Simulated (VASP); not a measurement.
# BiTe (Fm-3m) in VASP: notebook, part 2 of 2

VASP 6.6.1. Earlier steps stand in the parts before.

## 3. Elastic constants, PBE

This run uses another cell than the first one, of 34.48 Å³/atom.

File INCAR:

```
SYSTEM = BiTe
PREC = Accurate
ENCUT = 500
EDIFF = 1E-8
ISMEAR = -1
SIGMA = 0.15
LREAL = .FALSE.
LASPH = .TRUE.
NELM = 120
ALGO = Normal
ISIF = 3
LWAVE = .FALSE.
LCHARG = .TRUE.
GGA = PE
IBRION = 6
NFREE = 2
POTIM = 0.015
NSW = 1
GGA_COMPAT = .FALSE.
KPAR = 4
```

File KPOINTS:

```
Automatic mesh
0
G
  16 16 16
  0 0 0
```

File POSCAR:

```
BiTe
1.0
    0.0000000000      3.2548796324      3.2548796324
    3.2548796324      0.0000000000      3.2548796324
    3.2548796324      3.2548796324      0.0000000000
Bi Te
1 1
Direct
    0.0000000000      0.0000000000      0.0000000000
    0.5000000000      0.5000000000      0.5000000000
```

Potentials or basis: VASP PAW PBE potentials, release 64 (Bi_d, Te).

Command:

```
> cat potpaw_PBE.64/Bi_d/POTCAR potpaw_PBE.64/Te/POTCAR > POTCAR
> mpirun -np 4 vasp_std > vasp.out
```

OUTCAR:

```text
SYSTEM = BiTe
   PREC = Accurate
   ENCUT = 500
   EDIFF = 1E-8
   ISMEAR = -1
   LREAL = .FALSE.
   LASPH = .TRUE.
   NELM = 120
   ISIF = 3
   GGA = PE
   IBRION = 6
   NFREE = 2
   POTIM = 0.015
   NSW = 1

 ion  position               nearest neighbor table
   1  0.000  0.000  0.000-   2 3.25   2 3.25   2 3.25   2 3.25   2 3.25   2 3.25
   2  0.500  0.500  0.500-   1 3.25   1 3.25   1 3.25   1 3.25   1 3.25   1 3.25

  LATTYP: Found a face centered cubic cell.
 ALAT       =     6.5097592648

  Lattice vectors:

 A1 = (   0.0000000000,   3.2548796324,   3.2548796324)
 A2 = (   3.2548796324,   0.0000000000,   3.2548796324)
 A3 = (   3.2548796324,   3.2548796324,   0.0000000000)

Analysis of symmetry for initial positions (statically):
=====================================================================
 Subroutine PRICEL returns:
[... 829 lines left out ...]
  x     0.00000     0.00000     0.00000     0.00000     0.00000     0.00000
  y     0.00000     0.00000     0.00000     0.00000     0.00000     0.00000
  z     0.00000     0.00000     0.00000     0.00000     0.00000     0.00000

 INTERNAL STRAIN TENSOR FOR ION    2 for displacements in x,y,z  (eV/Angst):
          X           Y           Z          XY          YZ          ZX
  --------------------------------------------------------------------------------
  x     0.00000     0.00000     0.00000     0.00000     0.00000     0.00000
  y     0.00000     0.00000     0.00000     0.00000     0.00000     0.00000
  z     0.00000     0.00000     0.00000     0.00000     0.00000     0.00000

 Eigenvectors and eigenvalues of the dynamical matrix
 ----------------------------------------------------

   1 f  =    2.613210 THz    16.419281 2PiTHz   87.167296 cm-1    10.807362 meV
             X         Y         Z           dx          dy          dz
      0.000000  0.000000  0.000000     0.000000    0.614094    0.000000
      3.254880  3.254880  3.254880     0.000000   -0.789233    0.000000
[... 21 lines left out ...]
   6 f/i=    0.005379 THz     0.033797 2PiTHz    0.179421 cm-1     0.022245 meV
             X         Y         Z           dx          dy          dz
      0.000000  0.000000  0.000000     0.000000    0.000000    0.789233
      3.254880  3.254880  3.254880     0.000000    0.000000    0.614094

--------------------------------------------------------------------------------------------------------

 ELASTIC MODULI CONTR FROM IONIC RELAXATION (kBar)
 Direction    XX          YY          ZZ          XY          YZ          ZX
 --------------------------------------------------------------------------------
 XX           0.0000      0.0000      0.0000      0.0000      0.0000      0.0000
 YY           0.0000      0.0000      0.0000      0.0000      0.0000      0.0000
 ZZ           0.0000      0.0000      0.0000      0.0000      0.0000      0.0000
 XY           0.0000      0.0000      0.0000      0.0000      0.0000      0.0000
 YZ           0.0000      0.0000      0.0000      0.0000      0.0000      0.0000
 ZX           0.0000      0.0000      0.0000      0.0000      0.0000      0.0000
 --------------------------------------------------------------------------------

 TOTAL ELASTIC MODULI (kBar)
 Direction    XX          YY          ZZ          XY          YZ          ZX
 --------------------------------------------------------------------------------
 XX         991.3756    196.6241    196.6241     -0.0000      0.0000     -0.0000
 YY         196.6241    991.3756    196.6241     -0.0000      0.0000     -0.0000
 ZZ         196.6241    196.6241    991.3756      0.0000      0.0000     -0.0000
 XY          -0.0000     -0.0000      0.0000     -2.9118      0.0000      0.0000
 YZ           0.0000      0.0000      0.0000      0.0000     -2.9118      0.0000
 ZX          -0.0000     -0.0000     -0.0000      0.0000      0.0000     -2.9118
 --------------------------------------------------------------------------------
```

OSZICAR:

```text
N       E                     dE             d eps       ncg     rms          rms(c)
DAV:   1     0.152404194088E+03    0.15240E+03   -0.99039E+03  4060   0.139E+03
DAV:   2     0.355999177179E+01   -0.14884E+03   -0.14663E+03  4366   0.350E+02
DAV:   3    -0.698487154713E+01   -0.10545E+02   -0.10403E+02  5296   0.101E+02
[... 212 lines left out ...]
DAV:   3    -0.722833889358E+01   -0.10677E-04   -0.10840E-04 12592   0.798E-02    0.231E-02
DAV:   4    -0.722834247995E+01   -0.35864E-05   -0.11969E-05 10646   0.245E-02    0.295E-03
DAV:   5    -0.722834261655E+01   -0.13659E-06   -0.16851E-06 10918   0.750E-03    0.546E-03
DAV:   6    -0.722834261643E+01    0.12233E-09   -0.12015E-07 12024   0.231E-03    0.360E-03
DAV:   7    -0.722834260676E+01    0.96693E-08   -0.53387E-08 10498   0.142E-03
  17 F= -.72283426E+01 E0= -.71746505E+01  d E =-.107384E+00
```

Wall time 19 min (4 MPI ranks of AMD EPYC 9R45 (Zen 5), shared host); peak memory 1.6 GiB.

What came out:

```yaml
Elastic_constants_C11_C12_C44: 99, 20, 0 GPa
Voigt_bulk_modulus: 46 GPa
Highest_phonon_frequency_at_Γ_LO-TO_splitting_left_out: 87 cm⁻¹
```

Phonon frequencies in cm⁻¹ (negative: imaginary):
| q point | frequencies |
| --- | --- |
| (0.000, 0.000, 0.000) | 0 0 0 87 87 87 |

Elastic tensor in Voigt notation (GPa, in the Cartesian axes of the cell as first typed):
```
99 20 20  0  0  0
20 99 20  0  0  0
20 20 99  0  0  0
 0  0  0  0  0  0
 0  0  0  0  0  0
 0  0  0  0  0  0
```

Clamped-ion elastic tensor (GPa):
```
99 20 20  0  0  0
20 99 20  0  0  0
20 20 99  0  0  0
 0  0  0  0  0  0
 0  0  0  0  0  0
 0  0  0  0  0  0
```

Caveat: the elastic tensor has a negative eigenvalue, so either the cell is unstable as it stands or the mesh is too thin; spin-orbit coupling is left out, which moves the levels of the heavy elements.

## 4. Vibrations by perturbation theory, PBE, collinear spin

This run uses another cell than the first one, of 34.48 Å³/atom.

File INCAR:

```
SYSTEM = BiTe
ALGO = Fast
EDIFF = 1E-8
ENCUT = 520
GGA = PE
IBRION = 8
ISIF = 2
ISMEAR = -1
ISPIN = 2
LASPH = .True.
LCHARG = .False.
LORBIT = 11
LREAL = .False.
LWAVE = .False.
MAGMOM = 1 0
NELM = 150
NSW = 1
PREC = Accurate
SIGMA = 0.15
```

File KPOINTS:

```
k-points
0
Gamma
  12 12 12
  0 0 0
```

POSCAR is that of step 3.

Potentials or basis: VASP PAW PBE potentials, release 64 (Bi_d, Te).

Command:

```
> cat potpaw_PBE.64/Bi_d/POTCAR potpaw_PBE.64/Te/POTCAR > POTCAR
> mpirun -np 1 vasp_std > vasp.out
```

OUTCAR:

```text
SYSTEM = BiTe
   EDIFF = 1E-8
   ENCUT = 520
   GGA = PE
   IBRION = 8
   ISIF = 2
   ISMEAR = -1
   ISPIN = 2
   LASPH = .True.
   LORBIT = 11
   LREAL = .False.
   NELM = 150
   NSW = 1
   PREC = Accurate

 ion  position               nearest neighbor table
   1  0.000  0.000  0.000-   2 3.25   2 3.25   2 3.25   2 3.25   2 3.25   2 3.25
   2  0.500  0.500  0.500-   1 3.25   1 3.25   1 3.25   1 3.25   1 3.25   1 3.25

  LATTYP: Found a face centered cubic cell.
 ALAT       =     6.5097592648

  Lattice vectors:

 A1 = (   0.0000000000,   3.2548796324,   3.2548796324)
 A2 = (   3.2548796324,   0.0000000000,   3.2548796324)
 A3 = (   3.2548796324,   3.2548796324,   0.0000000000)

Analysis of symmetry for initial positions (statically):
=====================================================================
 Subroutine PRICEL returns:
 Original cell was already a primitive cell.

 Routine SETGRP: Setting up the symmetry group for a
 face centered cubic supercell.

 Subroutine GETGRP returns: Found 48 space group operations
 (whereof 48 operations were pure point group operations)
[... 1127 lines left out ...]
 ------------------------------------
               1X          1Y          1Z          2X          2Y          2Z
  1X    -2.099896    0.000000    0.000000    2.099896    0.000000    0.000000
  1Y     0.000000   -2.099896    0.000000    0.000000    2.099896    0.000000
  1Z     0.000000    0.000000   -2.099896    0.000000    0.000000    2.099896
  2X     2.131266    0.000000    0.000000   -2.131266    0.000000    0.000000
  2Y     0.000000    2.131266    0.000000    0.000000   -2.131266    0.000000
  2Z     0.000000    0.000000    2.131266    0.000000    0.000000   -2.131266

 Eigenvectors and eigenvalues of the dynamical matrix
 ----------------------------------------------------

   1 f  =    2.556959 THz    16.065847 2PiTHz   85.290969 cm-1    10.574728 meV
             X         Y         Z           dx          dy          dz
      0.000000  0.000000  0.000000     0.000000    0.612884    0.000000
      3.254880  3.254880  3.254880     0.000000   -0.790173    0.000000
[... 21 lines left out ...]
   6 f/i=    0.009181 THz     0.057685 2PiTHz    0.306239 cm-1     0.037969 meV
             X         Y         Z           dx          dy          dz
      0.000000  0.000000  0.000000     0.000000    0.000000    0.790173
      3.254880  3.254880  3.254880     0.000000    0.000000    0.612884

--------------------------------------------------------------------------------------------------------

 ELASTIC MODULI CONTR FROM IONIC RELAXATION (kBar)
 Direction    XX          YY          ZZ          XY          YZ          ZX
 --------------------------------------------------------------------------------
 XX           0.0000      0.0000      0.0000      0.0000      0.0000      0.0000
 YY           0.0000      0.0000      0.0000      0.0000      0.0000      0.0000
 ZZ           0.0000      0.0000      0.0000      0.0000      0.0000      0.0000
 XY           0.0000      0.0000      0.0000      0.0000      0.0000      0.0000
 YZ           0.0000      0.0000      0.0000      0.0000      0.0000      0.0000
 ZX           0.0000      0.0000      0.0000      0.0000      0.0000      0.0000
 --------------------------------------------------------------------------------

 total charge

# of ion       s       p       d       tot
------------------------------------------
    1        1.572   1.195   9.922  12.689
    2        1.415   1.867   0.034   3.316
--------------------------------------------------
tot          2.987   3.062   9.956  16.005

 magnetization (x)

# of ion       s       p       d       tot
------------------------------------------
    1       -0.000   0.000  -0.000   0.000
    2       -0.000  -0.000  -0.000  -0.000
--------------------------------------------------
tot         -0.000  -0.000  -0.000  -0.000
```

stdout:

```text
POSCAR found type information on POSCAR BiTe
 POSCAR found :  2 types and       2 ions
 scaLAPACK will be used
 LDA part: xc-table for (Slater+PW92), standard interpolation
 POSCAR, INCAR and KPOINTS ok, starting setup
 FFT: planning ... GRIDC
 FFT: planning ... GRID_SOFT
 FFT: planning ... GRID
 WAVECAR not read
 entering main loop
 Linear response reoptimize wavefunctions to high precision
 Linear response DOF=           2
 Linear response progress:
 first order change of Fermi-energy   0.49872E-04
 force on displaced ion       1 direction 1 :  -2.100   0.000   0.000
 Linear response progress:
 first order change of Fermi-energy   0.22481E-04
 force on displaced ion       2 direction 1 :  -2.131   0.000   0.000
 Linear response finished
```

Run time: 33 min. Hardware: 1 thread of Oxide Virtual Turin-like, shared host; peak memory 0.75 GiB.

Results:

| Item | Value |
| --- | --- |
| Net moment | 0.00 μB per cell |
| Valence electrons inside the program's atomic spheres | Bi 12.69; Te 3.32 |
| Highest phonon frequency at Γ, LO-TO splitting left out | 85 cm⁻¹ |

Phonon frequencies in cm⁻¹ (negative: imaginary):
```csv
q point,frequencies
"(0.000, 0.000, 0.000)",0 0 0 85 85 85
```

Caveat: spin-orbit coupling is left out, which moves the levels of the heavy elements.
